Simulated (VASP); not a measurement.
# Zr2Ti (P6_3/mmc) in VASP: a series of runs

Zr2Ti is run at these levels: PBE; tasks: single point, relaxation of cell and atoms.

All numbers are computed with VASP 6.6.1; they aren't measurements. Logs are shortened: lines on timing, memory, paths and dates and some standing lists are left out, and cuts for length are marked.

## (1) The cell of the first run

It takes space group P6_3/mmc (No. 194, hexagonal). Conventional cell: a = 2.971 Å, b = 2.971 Å, c = 11.556 Å, α = 90.00°, β = 90.00°, γ = 120.00°. Zr (site symmetry 3m) has 3 Ti at 2.22 Å and 7 Zr at 2.83 to 2.97 Å within 3.0 Å. Within 3.0 Å of Ti (site symmetry -6m2) lie 6 Zr at 2.22 Å and 6 Ti at 2.97 Å.

## (2) Single point, PBE

INCAR

```
PREC = Accurate
ENCUT = 520
EDIFF = 1E-7
ISMEAR = 0
SIGMA = 0.1
LREAL = False
LASPH = True
NELM = 100
ALGO = Normal
ISIF = 2
LWAVE = False
LCHARG = True
GGA = PE
LELF = True
LVHAR = True
NBANDS = 45
```

KPOINTS

```
regular mesh
0
Gamma
  6 6 2
```

POSCAR

```
Zr2Ti
1.0
    2.9710203918      0.0000000000      0.0000000000
   -1.4855101959      2.5729791344      0.0000000000
    0.0000000000      0.0000000000     11.5560509993
Zr Ti
4 2
Direct
    0.3333333333      0.6666666667      0.6275000000
    0.6666666667      0.3333333333      0.1275000000
    0.3333333333      0.6666666667      0.8725000000
    0.6666666667      0.3333333333      0.3725000000
    0.3333333333      0.6666666667      0.2500000000
    0.6666666667      0.3333333333      0.7500000000
```

Potentials or basis: VASP PAW PBE potentials, release 64 (Zr_sv, Ti_sv).

Run with:

```
cat potpaw_PBE.64/Zr_sv/POTCAR potpaw_PBE.64/Ti_sv/POTCAR > POTCAR
mpirun -np 1 vasp_std > vasp.out
```

OUTCAR:

```text
PREC = Accurate
   ENCUT = 520
   EDIFF = 1E-7
   ISMEAR = 0
   LREAL = False
   LASPH = True
   NELM = 100
   ISIF = 2
   GGA = PE

 ion  position               nearest neighbor table
   1  0.333  0.667  0.627-   6 2.22   6 2.22   6 2.22   3 2.83   4 3.41   4 3.41   4 3.41
   2  0.667  0.333  0.127-   5 2.22   5 2.22   5 2.22   4 2.83   3 3.41   3 3.41   3 3.41
   3  0.333  0.667  0.873-   6 2.22   6 2.22   6 2.22   1 2.83   2 3.41   2 3.41   2 3.41
   4  0.667  0.333  0.373-   5 2.22   5 2.22   5 2.22   2 2.83   1 3.41   1 3.41   1 3.41
   5  0.333  0.667  0.250-   2 2.22   4 2.22   2 2.22   4 2.22   2 2.22   4 2.22
   6  0.667  0.333  0.750-   1 2.22   3 2.22   1 2.22   3 2.22   1 2.22   3 2.22

  LATTYP: Found a hexagonal cell.
 ALAT       =     2.9710203918
 C/A-ratio  =     3.8895899305

  Lattice vectors:

 A1 = (   2.9710203918,   0.0000000000,   0.0000000000)
 A2 = (  -1.4855101959,   2.5729791344,   0.0000000000)
 A3 = (   0.0000000000,   0.0000000000,  11.5560509993)

Analysis of symmetry for initial positions (statically):
=====================================================================
 Subroutine PRICEL returns:
 Original cell was already a primitive cell.

 Routine SETGRP: Setting up the symmetry group for a
 hexagonal supercell.

 Subroutine GETGRP returns: Found 24 space group operations
 (whereof 12 operations were pure point group operations)
 out of a pool of 24 trial point group operations.

The static configuration has the point symmetry D_3d.
 The point group associated with its full space group is D_6h.

Analysis of symmetry for dynamics (positions and initial velocities):
=====================================================================
 Subroutine PRICEL returns:
 Original cell was already a primitive cell.

 Routine SETGRP: Setting up the symmetry group for a
 hexagonal supercell.

 Subroutine GETGRP returns: Found 24 space group operations
 (whereof 12 operations were pure point group operations)
 out of a pool of 24 trial point group operations.

The dynamic configuration has the point symmetry D_3d.
 The point group associated with its full space group is D_6h.

 Subroutine INISYM returns: Found 24 space group operations
 (whereof 12 operations are pure point group operations),
 and found     1 'primitive' translations

----------------------------------------------------------------------------------------

                                     Primitive cell

  volume of cell :      88.3388

  direct lattice vectors                    reciprocal lattice vectors
     2.971020392  0.000000000  0.000000000     0.336584698  0.194327266  0.000000000
    -1.485510196  2.572979134  0.000000000     0.000000000  0.388654531  0.000000000
     0.000000000  0.000000000 11.556050999     0.000000000  0.000000000  0.086534751

  length of vectors
     2.971020392  2.971020392 11.556050999     0.388654531  0.388654531  0.086534751

  position of ions in fractional coordinates (direct lattice)
     0.333333333  0.666666667  0.627500000
     0.666666667  0.333333333  0.127500000
     0.333333333  0.666666667  0.872500000
     0.666666667  0.333333333  0.372500000
     0.333333333  0.666666667  0.250000000
     0.666666667  0.333333333  0.750000000

  ion indices of the primitive-cell ions
   primitive index   ion index
                 1           1
                 2           2
                 3           3
                 4           4
                 5           5
                 6           6

----------------------------------------------------------------------------------------

 KPOINTS: regular mesh

Automatic generation of k-mesh.
 Grid dimensions read from file:
 generate k-points for:    6    6    2

 Generating k-lattice:

  Cartesian coordinates                     Fractional coordinates (reciprocal lattice)
     0.056097450  0.032387878  0.000000000     0.166666667  0.000000000  0.000000000
     0.000000000  0.064775755  0.000000000     0.000000000  0.166666667  0.000000000
     0.000000000  0.000000000  0.043267376     0.000000000  0.000000000  0.500000000

  Length of vectors
     0.064775755  0.064775755  0.043267376

  Shift w.r.t. Gamma in fractional coordinates (k-lattice)
     0.000000000  0.000000000  0.000000000

 Subroutine IBZKPT returns following result:
 ===========================================

 Found     14 irreducible k-points:

 Following reciprocal coordinates:
            Coordinates               Weight
  0.000000  0.000000  0.000000      1.000000
  0.166667  0.000000  0.000000      6.000000
  0.333333 -0.000000  0.000000      6.000000
  0.500000  0.000000  0.000000      3.000000
  0.166667  0.166667  0.000000      6.000000
  0.333333  0.166667  0.000000     12.000000
  0.333333  0.333333  0.000000      2.000000
  0.000000  0.000000  0.500000      1.000000
  0.166667  0.000000  0.500000      6.000000
  0.333333 -0.000000  0.500000      6.000000
  0.500000  0.000000  0.500000      3.000000
  0.166667  0.166667  0.500000      6.000000
  0.333333  0.166667  0.500000     12.000000
  0.333333  0.333333  0.500000      2.000000
   k-points           NKPTS =     14   k-points in BZ     NKDIM =     14   number of bands    NBANDS=     45
   number of dos      NEDOS =    301   number of ions     NIONS =      6
   total plane-waves  NPLWV =  51840
   dimension x,y,z NGX =    24 NGY =   24 NGZ =   90
   dimension x,y,z NGXF=    48 NGYF=   48 NGZF=  180
   ions per type =               4   2
   NGX,Y,Z   is equivalent  to a cutoff of  13.43, 13.43, 12.95 a.u.
   NGXF,Y,Z  is equivalent  to a cutoff of  26.86, 26.86, 25.89 a.u.
 SYSTEM =  unknown system
   PREC   = accura    normal or accurate (medium, high low for compatibility)
   ISTART =      0    job   : 0-new  1-cont  2-samecut
   ICHARG =      2    charge: 1-file 2-atom 10-const
   ISPIN  =      1    spin polarized calculation?
   LNONCOLLINEAR =      F non collinear calculations
   LSORBIT =      F    spin-orbit coupling
   LASPH  =      T    aspherical Exc in radial PAW
   ENCUT  =  520.0 eV  38.22 Ry    6.18 a.u.   5.52  5.52 21.49*2*pi/ulx,y,z
   NELM   =    100;   NELMIN=  2; NELMDL= -5     # of ELM steps
   EDIFF  = 0.1E-06   stopping-criterion for ELM
   LREAL  =      F    real-space projection
   EDIFFG = 0.1E-05   stopping-criterion for IOM
   NSW    =      0    number of steps for IOM
   IBRION =     -1    ionic relax: 0-MD 1-quasi-New 2-CG
   NFREE  =      0    steps in history (QN), initial steepest desc. (CG)
   ISIF   =      2    stress and relaxation
   ISYM   =      2    0-nonsym 1-usesym 2-fastsym
   POTIM  = 0.5000    time-step for ionic-motion
   TEBEG  =    0.0;   TEEND  =   0.0 temperature during run
   PSTRESS=    0.0 pullay stress
   NELECT =      72.0000    total number of electrons
   NUPDOWN=      -1.0000    fix difference up-down
   EMIN   =  10.00;   EMAX   =-10.00  energy-range for DOS
   EFERMI =   0.00;   METHOD = LEGACY
   ISMEAR =     0;   SIGMA  =   0.10  broadening in eV -4-tet -1-fermi 0-gaus
   EFERMI_NEDOS =   21; number of points for ismear=-14 and -15
   IALGO  =     38    algorithm
   IMIX   =      4    mixing-type and parameters
     AMIX     =   0.40;   BMIX     =  1.00
     AMIX_MAG =   1.60;   BMIX_MAG =  1.00
  volume/ion in A,a.u.               =      14.72        99.36
  Fermi-wavevector in a.u.,A,eV,Ry     =   1.529215  2.889797 31.817204  2.338498
  Thomas-Fermi vector in A             =   2.636867
   LORBIT       =      0    0 simple, 1 ext, 2 COOP (PROOUT), +10 PAW based schemes
   GGA     = PE    functional components
   LHFCALC =     F    Hartree Fock is set to
   AEXX    =    0.0000 exact exchange contribution
   IVDW    =     0    specifies the selected vdW correction
   LEPSILON=     F    determine dielectric tensor
   LRPA    =     F    only Hartree local field effects (RPA)
 non-spin polarized calculation
 Gauss-broadening in eV      SIGMA  =   0.10
  energy-cutoff  :      520.00
  volume of cell :       88.34
 maximum number of plane-waves:      2430
 NGX is ok and might be reduce to    24
   NGX = 11   NGY = 11   NGZ = 43

 number of electron      72.0000011 magnetization

 Free energy of the ion-electron system (eV)
  ---------------------------------------------------
  ext. energy  EPLUGINS =         0.00000000
  ---------------------------------------------------
  free energy    TOTEN  =       -32.80061458 eV

  energy without entropy =      -32.76203751  energy(sigma->0) =      -32.78132604

 E-fermi :  13.0495     XC(G=0): -12.7652

 val. band max:       13.0494367752   @ k =   0.3333  -0.0000   0.5000
 cond. band min:      13.0738889418   @ k =   0.5000   0.0000   0.5000
 fundamental gap:      0.0244521666
 Fermi energy:        13.0494706910

 k-point     1 :       0.0000    0.0000    0.0000
  band No.  band energies     occupation
      1     -42.6183      2.00000
      2     -42.6181      2.00000
      3     -35.2017      2.00000
      4     -35.1705      2.00000
      5     -34.9958      2.00000
      6     -34.9642      2.00000
[... 37 lines left out ...]
     44      14.7662      0.00000
     45      16.3731      0.00000

 k-point     2 :       0.1667    0.0000    0.0000
  band No.  band energies     occupation
      1     -42.5665      2.00000
      2     -42.5663      2.00000
      3     -35.1240      2.00000
      4     -35.0962      2.00000
      5     -35.0012      2.00000
      6     -34.9736      2.00000
[... 37 lines left out ...]
     44      15.3098      0.00000
     45      15.5990      0.00000

 k-point     3 :       0.3333   -0.0000    0.0000
  band No.  band energies     occupation
      1     -42.4606      2.00000
      2     -42.4605      2.00000
      3     -35.0136      2.00000
      4     -34.9960      2.00000
      5     -34.9629      2.00000
      6     -34.9445      2.00000
[... 517 lines left out ...]
     44      16.5447      0.00000
     45      16.9012      0.00000

 k-point    14 :       0.3333    0.3333    0.5000
  band No.  band energies     occupation
      1     -42.3797      2.00000
      2     -42.3797      2.00000
      3     -35.0177      2.00000
      4     -35.0177      2.00000
      5     -34.8330      2.00000
      6     -34.8330      2.00000
[... 37 lines left out ...]
     44      16.2736      0.00000
     45      16.8285      0.00000

------------------------ aborting loop because EDIFF is reached ----------------------------------------

  FORCE on cell =-STRESS in cart. coord.  units (eV):
  Direction    XX          YY          ZZ          XY          YZ          ZX
  --------------------------------------------------------------------------------------
  -------------------------------------------------------------------------------------
  Total       47.3894459     47.3894459     51.3618355     -0.0000000      0.0000000      0.0000000
  in kB      859.4900751    859.4900750    931.5362744     -0.0000000      0.0000000      0.0000000
  external PRESSURE =     883.5054748 kB  Pullay stress =       0.0000000 kB

 VOLUME and BASIS-vectors are now :
 -----------------------------------------------------------------------------
  energy-cutoff  :      520.00
  volume of cell :       88.34
      direct lattice vectors                 reciprocal lattice vectors
     2.971020392  0.000000000  0.000000000     0.336584698  0.194327266  0.000000000
    -1.485510196  2.572979134  0.000000000     0.000000000  0.388654531  0.000000000
     0.000000000  0.000000000 11.556050999     0.000000000  0.000000000  0.086534751

 POSITION                                       TOTAL-FORCE (eV/Angst)
 -----------------------------------------------------------------------------------
     -0.00000      1.71532      7.25142         0.000000     -0.000000     -9.691593
      1.48551      0.85766      1.47340        -0.000000      0.000000     -9.691593
     -0.00000      1.71532     10.08265        -0.000000     -0.000000      9.691593
      1.48551      0.85766      4.30463         0.000000      0.000000      9.691593
     -0.00000      1.71532      2.88901         0.000000     -0.000000      0.000000
      1.48551      0.85766      8.66704        -0.000000      0.000000      0.000000
 -----------------------------------------------------------------------------------
    total drift:                               -0.000000      0.000000     -0.000000

  FREE ENERGIE OF THE ION-ELECTRON SYSTEM (eV)
  ---------------------------------------------------
  free  energy   TOTEN  =       -32.8006145753 eV

  energy  without entropy=      -32.7620375059  energy(sigma->0) =      -32.78132604
```

Run time: 77 s. Hardware: 1 thread of Intel Xeon Platinum 8488C (Sapphire Rapids), shared host; peak memory 0.23 GiB.

Results:

```
Free energy            : -32.8006 eV
Pressure               : 88.4 GPa
Largest force          : 9.692 eV/Å
Band gap on the k mesh : zero (bands 36 and 37 overlap by 2.41 eV)
```

Forces on the atoms (eV/Å):
```
Zr   0.000  0.000 -9.692
Zr   0.000  0.000 -9.692
Zr   0.000  0.000  9.692
Zr   0.000  0.000  9.692
Ti   0.000  0.000  0.000
Ti   0.000  0.000  0.000
```

Levels at points of the mesh, in eV from the Fermi level:
```tsv
k point	band 34	band 35	band 36	band 37	band 38	band 39
(0.00, 0.00, 0.00)	-1.97	-1.93	-1.93	-1.82	-1.82	-0.22
(0.50, 0.00, 0.00)	-0.22	0.08	0.51	0.84	1.20	1.74
(0.00, 0.00, 0.50)	-1.98	-1.90	-1.90	-1.90	-1.90	-0.15
(0.50, 0.00, 0.50)	-0.39	0.02	0.02	1.24	1.24	1.49
```

Caveat: the k points lie up to 0.41 Å⁻¹ apart, too coarse for converged energies and pressures of a metal; forces of over 1 eV/Å act on the atoms, so gaps and moduli don't describe the material at rest.

## (3) Relaxation of cell and atoms, PBE

INCAR

```
PREC = Accurate
ENCUT = 600
EDIFF = 1E-6
ISMEAR = 0
SIGMA = 0.1
LREAL = False
LASPH = True
NELM = 80
ALGO = Normal
ISIF = 3
LWAVE = False
LCHARG = False
GGA = PE
IBRION = 2
NSW = 90
EDIFFG = -0.04
```

KPOINTS

```
Automatic mesh
0
Gamma
  6 6 2
```

POSCAR is that of step 2.

Potentials or basis: VASP PAW PBE potentials, release 64 (Zr_sv, Ti_sv).

Run with:

```
cat potpaw_PBE.64/Zr_sv/POTCAR potpaw_PBE.64/Ti_sv/POTCAR > POTCAR
mpirun -np 1 vasp_std > vasp.out
```

Wall time 13 min (1 thread of Intel Xeon Platinum 8488C (Sapphire Rapids), shared host); peak memory 0.27 GiB.

Results (log left out):

* Free energy: -49.3703 eV
* Relaxed volume: 21.41 Å³/atom
* Relaxed cell: a = 3.136 Å, b = 3.136 Å, c = 15.081 Å, α = 90.00°, β = 90.00°, γ = 120.00°
* Space group after relaxing (to 0.1 Å): P6_3/mmc (No. 194)
* Energy gained by relaxing: 2761.5 meV/atom
* Ionic steps: 15
* Pressure after relaxing: 0.1 GPa
* Largest force after relaxing: 0.011 eV/Å
* Band gap on the k mesh: zero (bands 36 and 37 overlap by 0.63 eV)

Forces in eV/Å, atoms in the order of the input:
```
Zr   0.000  0.000 -0.011
Zr   0.000  0.000 -0.011
Zr   0.000  0.000  0.011
Zr   0.000  0.000  0.011
Ti   0.000  0.000  0.000
Ti   0.000  0.000  0.000
```

The path:
| step | energy change (eV) | largest force (eV/Å) | pressure (GPa) | volume (Å³) |
| --- | --- | --- | --- | --- |
| 1 | 0.0000 | 9.6886 | 88.30 | 88.34 |
| 2 | -5.8903 | 0.0150 | -18.13 | 237.95 |
| 3 | -14.7501 | 1.3485 | -7.81 | 148.15 |
| 4 | -14.8540 | 1.6225 | -5.30 | 143.21 |
| 5 | -14.8661 | 1.8083 | -3.47 | 140.05 |
| 6 | -15.9490 | 1.0901 | -1.59 | 133.50 |
| 7 | -16.5063 | 0.0983 | 2.39 | 125.79 |
| 8 | -16.5090 | 0.0111 | 3.02 | 124.94 |
| 9 | -16.5370 | 0.1514 | -2.32 | 131.80 |
| 10 | -16.5599 | 0.1052 | -0.27 | 128.99 |
| 11 | -16.5654 | 0.0864 | -0.09 | 128.71 |
| 12 | -16.5672 | 0.0672 | 0.09 | 128.43 |
| 13 | -16.5682 | 0.0420 | -0.06 | 128.66 |
| 14 | -16.5686 | 0.0163 | -0.22 | 128.90 |
| 15 | -16.5688 | 0.0110 | 0.14 | 128.43 |

Final structure:
```yaml
crystal:
  lattice:
    - [3.13585, 0.00000, 0.00000]
    - [-1.56792, 2.71573, 0.00000]
    - [0.00000, 0.00000, 15.08136]
  atoms:
    - { symbol: Zr, position: [0.33333, 0.66667, 0.59081] }
    - { symbol: Zr, position: [0.66667, 0.33333, 0.09081] }
    - { symbol: Zr, position: [0.33333, 0.66667, 0.90919] }
    - { symbol: Zr, position: [0.66667, 0.33333, 0.40919] }
    - { symbol: Ti, position: [0.33333, 0.66667, 0.25000] }
    - { symbol: Ti, position: [0.66667, 0.33333, 0.75000] }
```

Levels at points of the mesh, in eV from the Fermi level:
```tsv
k point	band 33	band 34	band 35	band 36	band 37	band 38	band 39	band 40
(0.00, 0.00, 0.00)	0.38	0.53	0.53	0.58	0.61	0.61	0.62	0.62
(0.50, 0.00, 0.00)	-1.07	-0.92	-0.89	-0.26	0.45	0.66	0.76	0.90
(0.00, 0.00, 0.50)	0.57	0.57	0.57	0.57	0.70	0.70	0.70	0.70
(0.50, 0.00, 0.50)	-1.13	-1.13	-0.66	-0.66	0.57	0.57	1.01	1.01
```

Caveat: the k points lie up to 0.39 Å⁻¹ apart in the final cell, too coarse for converged energies and pressures of a metal; the volume moved by over 15 % at a fixed basis, so the end points are rough.

The gap in the log of VASP goes by the Fermi energy; the results here count the filled bands.